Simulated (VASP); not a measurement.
A run of VASP 6.6.1 is set up as follows.

INCAR

```
SYSTEM = InBi3O
  ALGO = Normal
  EDIFF = 1E-6
  ENCUT = 520
  GGA = PE
  ISIF = 2
  ISMEAR = 0
  LASPH = .TRUE.
  LCHARG = .FALSE.
  LREAL = .FALSE.
  LWAVE = .FALSE.
  NBANDS = 75
  NELM = 80
  PREC = Accurate
  SIGMA = 0.1
```

File KPOINTS:

```
k-points
0
G
  8 8 2
  0 0 0
```

POSCAR

```
InBi3O
1.0
    3.9207009670      0.0000000000      0.0000000000
    0.0000000000      3.9207009670      0.0000000000
    0.0000000000      0.0000000000     16.5972879200
In Bi O
2 6 2
Direct
    0.5000000000      0.0000000000      0.9368574952
    0.0000000000      0.5000000000      0.0631425048
    0.5000000000      0.0000000000      0.6862464166
    0.0000000000      0.5000000000      0.5601162466
    0.0000000000      0.5000000000      0.8003004061
    0.0000000000      0.5000000000      0.3137535834
    0.5000000000      0.0000000000      0.4398837534
    0.5000000000      0.0000000000      0.1996995939
    0.5000000000      0.5000000000      0.0000000000
    0.0000000000      0.0000000000      0.0000000000
```

Potentials or basis: VASP PAW PBE potentials, release 64 (In_d, Bi_d, O).

The run is started by

```sh
$ cat potpaw_PBE.64/In_d/POTCAR potpaw_PBE.64/Bi_d/POTCAR potpaw_PBE.64/O/POTCAR > POTCAR
$ mpirun -np 1 vasp_std > vasp.out
```

Task: Predict the largest force.

Result: 0.036 eV/Å.

Task: Estimate the pressure.

Result: 0.0 GPa.

Forces on the atoms (eV/Å):
```
In   0.000  0.000 -0.036
In   0.000  0.000  0.036
Bi   0.000  0.000 -0.001
Bi   0.000  0.000  0.001
Bi   0.000  0.000  0.000
Bi   0.000  0.000  0.001
Bi   0.000  0.000 -0.001
Bi   0.000  0.000  0.000
O    0.000  0.000  0.000
O    0.000  0.000  0.000
```
